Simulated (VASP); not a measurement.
# RhCl (P4/nmm) in VASP: single point with PBE

Aim: the single point of RhCl with PBE.

All numbers are computed with VASP 6.6.1; they aren't measurements. Logs are shortened: lines on timing, memory, paths and dates and some standing lists are left out, and cuts for length are marked.

## (1) The cell of the first run

The structure is tetragonal, space group P4/nmm (No. 129). Conventional cell: a = 4.867 Å, b = 4.867 Å, c = 2.967 Å, α = 90.00°, β = 90.00°, γ = 90.00°. Rh (site symmetry 4mm) has 4 Cl at 2.43 Å and 2 Rh at 2.97 Å within 3.2 Å. Cl (site symmetry -4m2) has 4 Rh at 2.43 Å and 2 Cl at 2.97 Å within 3.2 Å.

## (2) Single point, PBE

The input, INCAR:

```
ALGO = Normal
EDIFF = 1E-6
ENCUT = 520
GGA = PE
ISIF = 2
ISMEAR = 0
LASPH = T
LCHARG = F
LREAL = F
LWAVE = F
NBANDS = 30
NELM = 80
PREC = Accurate
SIGMA = 0.1
```

The input, KPOINTS:

```
k-points
0
Gamma
  10 10 16
```

The input, POSCAR:

```
RhCl
1.0
    4.8666269938      0.0000000000      0.0000000000
    0.0000000000      4.8666269938      0.0000000000
    0.0000000000      0.0000000000      2.9665498092
Rh Cl
2 2
Direct
    0.0000000000      0.5000000000      0.0015773679
    0.5000000000      0.0000000000      0.9984226321
    0.0000000000      0.0000000000      0.0000000000
    0.5000000000      0.5000000000      0.0000000000
```

Potentials or basis: VASP PAW PBE potentials, release 64 (Rh_pv, Cl).

Command:

```console
$ cat potpaw_PBE.64/Rh_pv/POTCAR potpaw_PBE.64/Cl/POTCAR > POTCAR
$ mpirun -np 1 vasp_std > vasp.out
```

OUTCAR:

```text
EDIFF = 1E-6
   ENCUT = 520
   GGA = PE
   ISIF = 2
   ISMEAR = 0
   LASPH = T
   LREAL = F
   NELM = 80
   PREC = Accurate

 ion  position               nearest neighbor table
   1  0.000  0.500  0.002-   3 2.43   4 2.43   3 2.43   4 2.43
   2  0.500  0.000  0.998-   3 2.43   4 2.43   4 2.43   3 2.43
   3  0.000  0.000  0.000-   1 2.43   2 2.43   1 2.43   2 2.43
   4  0.500  0.500  0.000-   1 2.43   2 2.43   2 2.43   1 2.43

  LATTYP: Found a simple tetragonal cell.
 ALAT       =     4.8666269938
 C/A-ratio  =     0.6095699985

  Lattice vectors:

 A1 = (   4.8666269938,   0.0000000000,   0.0000000000)
 A2 = (   0.0000000000,   4.8666269938,   0.0000000000)
 A3 = (   0.0000000000,   0.0000000000,   2.9665498092)

Analysis of symmetry for initial positions (statically):
=====================================================================
 Subroutine PRICEL returns:
 Original cell was already a primitive cell.

 Routine SETGRP: Setting up the symmetry group for a
 simple tetragonal supercell.

 Subroutine GETGRP returns: Found 16 space group operations
 (whereof  8 operations were pure point group operations)
 out of a pool of 16 trial point group operations.

The static configuration has the point symmetry D_2d.
 The point group associated with its full space group is D_4h.

Analysis of symmetry for dynamics (positions and initial velocities):
=====================================================================
 Subroutine PRICEL returns:
 Original cell was already a primitive cell.

 Routine SETGRP: Setting up the symmetry group for a
 simple tetragonal supercell.

 Subroutine GETGRP returns: Found 16 space group operations
 (whereof  8 operations were pure point group operations)
 out of a pool of 16 trial point group operations.

The dynamic configuration has the point symmetry D_2d.
 The point group associated with its full space group is D_4h.

 Subroutine INISYM returns: Found 16 space group operations
 (whereof  8 operations are pure point group operations),
 and found     1 'primitive' translations

----------------------------------------------------------------------------------------

                                     Primitive cell

  volume of cell :      70.2599

  direct lattice vectors                    reciprocal lattice vectors
     4.866626994  0.000000000  0.000000000     0.205481127  0.000000000  0.000000000
     0.000000000  4.866626994  0.000000000     0.000000000  0.205481127  0.000000000
     0.000000000  0.000000000  2.966549809     0.000000000  0.000000000  0.337091930

  length of vectors
     4.866626994  4.866626994  2.966549809     0.205481127  0.205481127  0.337091930

  position of ions in fractional coordinates (direct lattice)
     0.000000000  0.500000000  0.001577368
     0.500000000  0.000000000  0.998422632
     0.000000000  0.000000000  0.000000000
     0.500000000  0.500000000  0.000000000

  ion indices of the primitive-cell ions
   primitive index   ion index
                 1           1
                 2           2
                 3           3
                 4           4

----------------------------------------------------------------------------------------

 KPOINTS: k-points

Automatic generation of k-mesh.
 Grid dimensions read from file:
 generate k-points for:   10   10   16

 Generating k-lattice:

  Cartesian coordinates                     Fractional coordinates (reciprocal lattice)
     0.020548113  0.000000000  0.000000000     0.100000000  0.000000000  0.000000000
     0.000000000  0.020548113  0.000000000     0.000000000  0.100000000  0.000000000
     0.000000000  0.000000000  0.021068246     0.000000000  0.000000000  0.062500000

  Length of vectors
     0.020548113  0.020548113  0.021068246

  Shift w.r.t. Gamma in fractional coordinates (k-lattice)
     0.000000000  0.000000000  0.000000000

 Subroutine IBZKPT returns following result:
 ===========================================

 Found    189 irreducible k-points:

 Following reciprocal coordinates:
            Coordinates               Weight
  0.000000  0.000000  0.000000      1.000000
  0.100000  0.000000  0.000000      4.000000
  0.200000  0.000000  0.000000      4.000000
  0.300000  0.000000  0.000000      4.000000
  0.400000  0.000000  0.000000      4.000000
  0.500000  0.000000  0.000000      2.000000
[... 16 lines left out ...]
  0.100000  0.000000  0.062500      8.000000
  0.200000  0.000000  0.062500      8.000000
 [... further k-points ...]
   k-points           NKPTS =    189   k-points in BZ     NKDIM =    189   number of bands    NBANDS=     30
   number of dos      NEDOS =    301   number of ions     NIONS =      4
   total plane-waves  NPLWV =  31104
   dimension x,y,z NGX =    36 NGY =   36 NGZ =   24
   dimension x,y,z NGXF=    72 NGYF=   72 NGZF=   48
   ions per type =               2   2
   NGX,Y,Z   is equivalent  to a cutoff of  12.30, 12.30, 13.45 a.u.
   NGXF,Y,Z  is equivalent  to a cutoff of  24.60, 24.60, 26.90 a.u.
 SYSTEM =  unknown system
   PREC   = accura    normal or accurate (medium, high low for compatibility)
   ISTART =      0    job   : 0-new  1-cont  2-samecut
   ICHARG =      2    charge: 1-file 2-atom 10-const
   ISPIN  =      1    spin polarized calculation?
   LNONCOLLINEAR =      F non collinear calculations
   LSORBIT =      F    spin-orbit coupling
   LASPH  =      T    aspherical Exc in radial PAW
   ENCUT  =  520.0 eV  38.22 Ry    6.18 a.u.   9.05  9.05  5.52*2*pi/ulx,y,z
   NELM   =     80;   NELMIN=  2; NELMDL= -5     # of ELM steps
   EDIFF  = 0.1E-05   stopping-criterion for ELM
   LREAL  =      F    real-space projection
   EDIFFG = 0.1E-04   stopping-criterion for IOM
   NSW    =      0    number of steps for IOM
   IBRION =     -1    ionic relax: 0-MD 1-quasi-New 2-CG
   NFREE  =      0    steps in history (QN), initial steepest desc. (CG)
   ISIF   =      2    stress and relaxation
   ISYM   =      2    0-nonsym 1-usesym 2-fastsym
   POTIM  = 0.5000    time-step for ionic-motion
   TEBEG  =    0.0;   TEEND  =   0.0 temperature during run
   PSTRESS=    0.0 pullay stress
   NELECT =      44.0000    total number of electrons
   NUPDOWN=      -1.0000    fix difference up-down
   EMIN   =  10.00;   EMAX   =-10.00  energy-range for DOS
   EFERMI =   0.00;   METHOD = LEGACY
   ISMEAR =     0;   SIGMA  =   0.10  broadening in eV -4-tet -1-fermi 0-gaus
   EFERMI_NEDOS =   21; number of points for ismear=-14 and -15
   IALGO  =     38    algorithm
   IMIX   =      4    mixing-type and parameters
     AMIX     =   0.40;   BMIX     =  1.00
     AMIX_MAG =   1.60;   BMIX_MAG =  1.00
  volume/ion in A,a.u.               =      17.56       118.53
  Fermi-wavevector in a.u.,A,eV,Ry     =   1.400629  2.646805 26.691389  1.961762
  Thomas-Fermi vector in A             =   2.523571
   LORBIT       =      0    0 simple, 1 ext, 2 COOP (PROOUT), +10 PAW based schemes
   GGA     = PE    functional components
   LHFCALC =     F    Hartree Fock is set to
   AEXX    =    0.0000 exact exchange contribution
   IVDW    =     0    specifies the selected vdW correction
   LEPSILON=     F    determine dielectric tensor
   LRPA    =     F    only Hartree local field effects (RPA)
 non-spin polarized calculation
 Gauss-broadening in eV      SIGMA  =   0.10
  energy-cutoff  :      520.00
  volume of cell :       70.26
 maximum number of plane-waves:      1918
   NGX = 19   NGY = 19   NGZ = 11

 number of electron      44.0000018 magnetization

 Free energy of the ion-electron system (eV)
  ---------------------------------------------------
  ext. energy  EPLUGINS =         0.00000000
  ---------------------------------------------------
  free energy    TOTEN  =       -16.61762337 eV

  energy without entropy =      -16.59568621  energy(sigma->0) =      -16.60665479

 E-fermi :   7.0922     XC(G=0): -11.2490

 val. band max:        7.0899352364   @ k =   0.3000   0.1000   0.0625
 cond. band min:       7.0937837874   @ k =   0.4000   0.1000   0.1250
 fundamental gap:      0.0038485510
 Fermi energy:         7.0921880113

 k-point     1 :       0.0000    0.0000    0.0000
  band No.  band energies     occupation
      1     -38.6188      2.00000
      2     -38.6188      2.00000
      3     -38.5922      2.00000
      4     -38.5922      2.00000
      5     -38.2740      2.00000
      6     -38.2704      2.00000
[... 22 lines left out ...]
     29      16.2134      0.00000
     30      16.7564      0.00000

 k-point     2 :       0.1000    0.0000    0.0000
  band No.  band energies     occupation
      1     -38.6183      2.00000
      2     -38.6182      2.00000
      3     -38.5929      2.00000
      4     -38.5928      2.00000
      5     -38.2739      2.00000
      6     -38.2705      2.00000
[... 22 lines left out ...]
     29      16.1383      0.00000
     30      16.8157      0.00000

 k-point     3 :       0.2000    0.0000    0.0000
  band No.  band energies     occupation
      1     -38.6167      2.00000
      2     -38.6163      2.00000
      3     -38.5951      2.00000
      4     -38.5947      2.00000
      5     -38.2736      2.00000
      6     -38.2708      2.00000
[... 22 lines left out ...]
     29      15.9329      0.00000
     30      16.3685      0.00000

 k-point     4 :       0.3000    0.0000    0.0000
  band No.  band energies     occupation
      1     -38.6141      2.00000
      2     -38.6133      2.00000
      3     -38.5984      2.00000
      4     -38.5977      2.00000
      5     -38.2732      2.00000
      6     -38.2712      2.00000
[... 616 lines left out ...]
     29      16.2469      0.00000
     30      17.0458      0.00000

 k-point    23 :       0.1000    0.0000    0.0625
  band No.  band energies     occupation
      1     -38.6178      2.00000
      2     -38.6177      2.00000
      3     -38.5925      2.00000
      4     -38.5924      2.00000
      5     -38.2791      2.00000
      6     -38.2757      2.00000
[... 22 lines left out ...]
     29      16.2166      0.00000
     30      16.8404      0.00000

 k-point    24 :       0.2000    0.0000    0.0625
  band No.  band energies     occupation
      1     -38.6162      2.00000
      2     -38.6158      2.00000
      3     -38.5947      2.00000
      4     -38.5943      2.00000
      5     -38.2789      2.00000
      6     -38.2760      2.00000
[... 22 lines left out ...]
     29      16.1400      0.00000
     30      16.3999      0.00000

 [... further k-points ...]

------------------------ aborting loop because EDIFF is reached ----------------------------------------

  FORCE on cell =-STRESS in cart. coord.  units (eV):
  Direction    XX          YY          ZZ          XY          YZ          ZX
  --------------------------------------------------------------------------------------
  -------------------------------------------------------------------------------------
  Total        0.0208174      0.0208174     -0.0511324      0.0000000      0.0000000      0.0000000
  in kB        0.4747113      0.4747113     -1.1660021      0.0000000      0.0000000      0.0000000
  external PRESSURE =      -0.0721932 kB  Pullay stress =       0.0000000 kB

 VOLUME and BASIS-vectors are now :
 -----------------------------------------------------------------------------
  energy-cutoff  :      520.00
  volume of cell :       70.26
      direct lattice vectors                 reciprocal lattice vectors
     4.866626994  0.000000000  0.000000000     0.205481127  0.000000000  0.000000000
     0.000000000  4.866626994  0.000000000     0.000000000  0.205481127  0.000000000
     0.000000000  0.000000000  2.966549809     0.000000000  0.000000000  0.337091930

 POSITION                                       TOTAL-FORCE (eV/Angst)
 -----------------------------------------------------------------------------------
      0.00000      2.43331      0.00468         0.000000      0.000000     -0.001670
      2.43331      0.00000      2.96187        -0.000000      0.000000      0.001670
      0.00000      0.00000      0.00000        -0.000000     -0.000000     -0.000000
      2.43331      2.43331      0.00000         0.000000      0.000000     -0.000000
 -----------------------------------------------------------------------------------
    total drift:                                0.000000     -0.000000     -0.000000

  FREE ENERGIE OF THE ION-ELECTRON SYSTEM (eV)
  ---------------------------------------------------
  free  energy   TOTEN  =       -16.6176233682 eV

  energy  without entropy=      -16.5956862099  energy(sigma->0) =      -16.60665479
```

It took 7.9 min on 1 thread of Oxide Virtual Turin-like, shared host; peak memory 0.38 GiB.

What came out:

```
Free energy            : -16.6176 eV
Pressure               : 0.0 GPa
Band gap on the k mesh : zero (bands 22 and 23 overlap by 1.99 eV)
```
